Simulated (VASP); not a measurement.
# CoSi2 (AlB2 type) (P6/mmm) in VASP: a series of runs

Runs on CoSi2 (AlB2 type). Level: PBE. Tasks: density of states.

Program: VASP 6.6.1. These are calculated values, not measurements. Logs are shortened: lines on timing, memory, paths and dates and some standing lists are left out, and cuts for length are marked.

### 1 The cell of the first run

The structure is hexagonal, space group P6/mmm (No. 191). The conventional cell has a = 3.531 Å, b = 3.531 Å, c = 2.161 Å, α = 90.00°, β = 90.00°, γ = 120.00°. Within 2.9 Å of Co (site symmetry 6/mmm) lie 2 Co at 2.16 Å and 12 Si at 2.31 Å. Within 2.7 Å of Si (site symmetry -6m2) lie 5 Si at 2.04 to 2.16 Å and 6 Co at 2.31 Å.

### 2 Density of states, PBE (volume scaled by 0.62)

File POSCAR:

```
CoSi2
1.0
    3.5307847387      0.0000000000      0.0000000000
   -1.7653923693      3.0577492790      0.0000000000
    0.0000000000      0.0000000000      2.1610599751
Co Si
1 2
Direct
    0.0000000000      0.0000000000      0.0000000000
    0.3333333333      0.6666666667      0.5000000000
    0.6666666667      0.3333333333      0.5000000000
```

File INCAR.step1:

```
ALGO = Normal ; EDIFF = 1E-7
ENCUT = 520 ; GGA = PE
ISIF = 2 ; ISMEAR = -1
LASPH = True ; LCHARG = True
LMAXMIX = 4 ; LREAL = False
LWAVE = False ; NBANDS = 16
NELM = 80 ; PREC = Accurate
SIGMA = 0.08
```

File KPOINTS.step1:

```
k-points
0
Gamma
  10 10 8
```

File INCAR.step2:

```
ALGO = Normal ; EDIFF = 1E-7
ENCUT = 520 ; GGA = PE
ICHARG = 11 ; ISIF = 2
ISMEAR = -5 ; LASPH = True
LCHARG = False ; LMAXMIX = 4
LORBIT = 10 ; LREAL = False
LWAVE = False ; NEDOS = 2001
NELM = 80 ; PREC = Accurate
SIGMA = 0.08
```

File KPOINTS.step2:

```
k-points
0
Gamma
  15 15 12
```

Potentials or basis: VASP PAW PBE potentials, release 64 (Co, Si).

Launch:

```
$ cat potpaw_PBE.64/Co/POTCAR potpaw_PBE.64/Si/POTCAR > POTCAR
$ cp INCAR.step1 INCAR
$ cp KPOINTS.step1 KPOINTS
$ mpirun -np 1 vasp_std > vasp.out
$ cp INCAR.step2 INCAR
$ cp KPOINTS.step2 KPOINTS
$ mpirun -np 1 vasp_std > vasp.out
```

OUTCAR:

```text
EDIFF = 1E-7
   ENCUT = 520
   GGA = PE
   ICHARG = 11
   ISIF = 2
   ISMEAR = -5
   LASPH = True
   LORBIT = 10
   LREAL = False
   NELM = 80
   PREC = Accurate

 ion  position               nearest neighbor table
   1  0.000  0.000  0.000-   2 2.31   3 2.31   2 2.31   3 2.31   2 2.31   2 2.31   3 2.31   3 2.31
                             3 2.31   3 2.31   2 2.31   2 2.31
   2  0.333  0.667  0.500-   3 2.04   3 2.04   3 2.04   1 2.31   1 2.31   1 2.31   1 2.31   1 2.31
                             1 2.31   3 2.97   3 2.97   3 2.97   3 2.97   3 2.97   3 2.97
   3  0.667  0.333  0.500-   2 2.04   2 2.04   2 2.04   1 2.31   1 2.31   1 2.31   1 2.31   1 2.31
                             1 2.31   2 2.97   2 2.97   2 2.97   2 2.97   2 2.97   2 2.97

  LATTYP: Found a hexagonal cell.
 ALAT       =     3.5307847387
 C/A-ratio  =     0.6120622284

  Lattice vectors:

 A1 = (   3.5307847387,   0.0000000000,   0.0000000000)
 A2 = (  -1.7653923693,   3.0577492790,   0.0000000000)
 A3 = (   0.0000000000,   0.0000000000,   2.1610599751)

Analysis of symmetry for initial positions (statically):
=====================================================================
 Subroutine PRICEL returns:
 Original cell was already a primitive cell.

 Routine SETGRP: Setting up the symmetry group for a
 hexagonal supercell.

 Subroutine GETGRP returns: Found 24 space group operations
 (whereof 24 operations were pure point group operations)
 out of a pool of 24 trial point group operations.

The static configuration has the point symmetry D_6h.

Analysis of symmetry for dynamics (positions and initial velocities):
=====================================================================
 Subroutine PRICEL returns:
 Original cell was already a primitive cell.

 Routine SETGRP: Setting up the symmetry group for a
 hexagonal supercell.

 Subroutine GETGRP returns: Found 24 space group operations
 (whereof 24 operations were pure point group operations)
 out of a pool of 24 trial point group operations.

The dynamic configuration has the point symmetry D_6h.

 Subroutine INISYM returns: Found 24 space group operations
 (whereof 24 operations are pure point group operations),
 and found     1 'primitive' translations

----------------------------------------------------------------------------------------

                                     Primitive cell

  volume of cell :      23.3314

  direct lattice vectors                    reciprocal lattice vectors
     3.530784739  0.000000000  0.000000000     0.283223157  0.163518966  0.000000000
    -1.765392369  3.057749279  0.000000000     0.000000000  0.327037932  0.000000000
[... 105 lines left out ...]
   EFERMI_NEDOS =   21; number of points for ismear=-14 and -15
   IALGO  =     38    algorithm
   IMIX   =      4    mixing-type and parameters
     AMIX     =   0.40;   BMIX     =  1.00
     AMIX_MAG =   1.60;   BMIX_MAG =  1.00
  volume/ion in A,a.u.               =       7.78        52.48
  Fermi-wavevector in a.u.,A,eV,Ry     =   1.473142  2.783834 29.526631  2.170146
  Thomas-Fermi vector in A             =   2.588071
   LORBIT       =     10    0 simple, 1 ext, 2 COOP (PROOUT), +10 PAW based schemes
   GGA     = PE    functional components
   LHFCALC =     F    Hartree Fock is set to
   AEXX    =    0.0000 exact exchange contribution
   IVDW    =     0    specifies the selected vdW correction
   LEPSILON=     F    determine dielectric tensor
   LRPA    =     F    only Hartree local field effects (RPA)
 non-spin polarized calculation
 Fermi weights with tetrahedron method with Bloechl corrections
  energy-cutoff  :      520.00
  volume of cell :       23.33
 maximum number of plane-waves:       652
 NGX is ok and might be reduce to    28

 number of electron      17.0000004 magnetization

 Free energy of the ion-electron system (eV)
  ---------------------------------------------------
  ext. energy  EPLUGINS =         0.00000000
  ---------------------------------------------------
  free energy    TOTEN  =       -11.14876046 eV

  energy without entropy =      -11.14876046  energy(sigma->0) =      -11.14876046

 E-fermi :  19.7020     XC(G=0): -14.4160

 val. band max:       19.7888602524   @ k =   0.0000   0.0000   0.2500
 cond. band min:      19.6254402699   @ k =   0.1333   0.1333   0.5000
 fundamental gap:     -0.1634199825
 Fermi energy:        19.7019998375

 k-point     1 :       0.0000    0.0000    0.0000
  band No.  band energies     occupation
      1       0.3312      2.00000
      2      10.6468      2.00000
      3      10.6468      2.00000
      4      13.5545      2.00000
      5      15.8756      2.00000
      6      16.2165      2.00000
      7      16.2165      2.00000
      8      17.9939      2.00000
      9      17.9939      2.00000
     10      20.1056      0.00000
     11      20.1056      0.00000
     12      25.0792      0.00000
[... 331 lines left out ...]
 k-point    24 :       0.4000    0.2000    0.0000
  band No.  band energies     occupation
      1       3.8830      2.00000
      2       4.8437      2.00000
      3       8.3191      2.00000
      4      13.7713      2.00000
      5      15.0448      2.00000
      6      15.1822      2.00000
      7      17.8103      2.00000
      8      17.8879      2.00000
      9      20.6140      0.00000
     10      23.0118      0.00000
     11      24.3465      0.00000
     12      28.9224      0.00000

 [... further k-points ...]
[... 5 lines left out ...]
  --------------------------------------------------------------------------------------
  -------------------------------------------------------------------------------------
  Total       28.0913344     28.0913344     28.2216281      0.0000000      0.0000000      0.0000000
  in kB     1929.0479355   1929.0479354   1937.9952750      0.0000000      0.0000000      0.0000000
  external PRESSURE =    1932.0303820 kB  Pullay stress =       0.0000000 kB

 VOLUME and BASIS-vectors are now :
 -----------------------------------------------------------------------------
  energy-cutoff  :      520.00
  volume of cell :       23.33
      direct lattice vectors                 reciprocal lattice vectors
     3.530784739  0.000000000  0.000000000     0.283223157  0.163518966  0.000000000
    -1.765392369  3.057749279  0.000000000     0.000000000  0.327037932  0.000000000
     0.000000000  0.000000000  2.161059975     0.000000000  0.000000000  0.462735885

 POSITION                                       TOTAL-FORCE (eV/Angst)
 -----------------------------------------------------------------------------------
      0.00000      0.00000      0.00000        -0.000000      0.000000     -0.000000
     -0.00000      2.03850      1.08053        -0.000000      0.000000      0.000000
      1.76539      1.01925      1.08053         0.000000     -0.000000     -0.000000
 -----------------------------------------------------------------------------------
    total drift:                               -0.000000      0.000000      0.000000

  FREE ENERGIE OF THE ION-ELECTRON SYSTEM (eV)
  ---------------------------------------------------
  free  energy   TOTEN  =       -11.1487604612 eV

  energy  without entropy=      -11.1487604612  energy(sigma->0) =      -11.14876046

 total charge

# of ion       s       p       d       tot
------------------------------------------
    1        0.578   0.945   7.931   9.455
    2        0.817   1.260   0.000   2.077
    3        0.817   1.260   0.000   2.077
--------------------------------------------------
tot          2.213   3.465   7.931  13.609
```

It took 72 s on 1 thread of Intel Xeon Platinum 8488C (Sapphire Rapids), shared host; peak memory 0.18 GiB.

What came out:

* Valence electrons inside the program's atomic spheres: Co 9.46; Si 2.08

Caveat: the k points lie up to 0.36 Å⁻¹ apart; the cell differs from its parent crystal (volume scaled by 0.62); tetrahedron occupations give inexact forces and stress in metals. Spin polarisation is off, so any magnetic state and its effect on volume and gap are missing.

### 3 Density of states, PBE

This run uses another cell than the first one, of 12.54 Å³/atom, 1.613 times its volume.

File POSCAR:

```
CoSi2
1.0
    4.1554977752      0.0000000000      0.0000000000
   -2.0777488876      3.5987666386      0.0000000000
    0.0000000000      0.0000000000      2.5163526447
Co Si
1 2
Direct
    0.0000000000      0.0000000000      0.0000000000
    0.3333333333      0.6666666667      0.5000000000
    0.6666666667      0.3333333333      0.5000000000
```

File INCAR.step1:

```
PREC = Accurate
ENCUT = 520
EDIFF = 1E-6
ISMEAR = -1
SIGMA = 0.08
LREAL = F
LASPH = T
NELM = 80
ALGO = Normal
ISIF = 2
LWAVE = F
LCHARG = T
LMAXMIX = 4
GGA = PE
NBANDS = 16
```

File KPOINTS.step1:

```
Automatic mesh
0
Gamma
  10 10 8
```

File INCAR.step2:

```
PREC = Accurate
ENCUT = 520
EDIFF = 1E-6
ISMEAR = -5
SIGMA = 0.08
LREAL = F
LASPH = T
NELM = 80
ALGO = Normal
ISIF = 2
LWAVE = F
LCHARG = F
LMAXMIX = 4
GGA = PE
LORBIT = 10
NBANDS = 16
NEDOS = 2001
ICHARG = 11
```

File KPOINTS.step2:

```
Automatic mesh
0
Gamma
  15 15 12
```

Potentials or basis: VASP PAW PBE potentials, release 64 (Co, Si).

Launch:

```
$ cat potpaw_PBE.64/Co/POTCAR potpaw_PBE.64/Si/POTCAR > POTCAR
$ cp INCAR.step1 INCAR
$ cp KPOINTS.step1 KPOINTS
$ mpirun -np 1 vasp_std > vasp.out
$ cp INCAR.step2 INCAR
$ cp KPOINTS.step2 KPOINTS
$ mpirun -np 1 vasp_std > vasp.out
```

Run time: 32 s. Hardware: 1 thread of Intel Xeon 6975P-C (Granite Rapids), shared host; peak memory 0.23 GiB.

It converged, with:

* Valence electrons inside the program's atomic spheres: Co 8.20; Si 1.61

Levels at points of the mesh, in eV from the Fermi level:
```tsv
k point	band 7	band 8	band 9	band 10	band 11	band 12
(0.00, 0.00, 0.00)	-1.67	-0.55	-0.55	0.40	0.40	3.49
(0.00, 0.00, 0.50)	-0.87	-0.87	-0.32	0.48	2.80	5.25
```

Caveat: tetrahedron occupations give inexact forces and stress in metals.
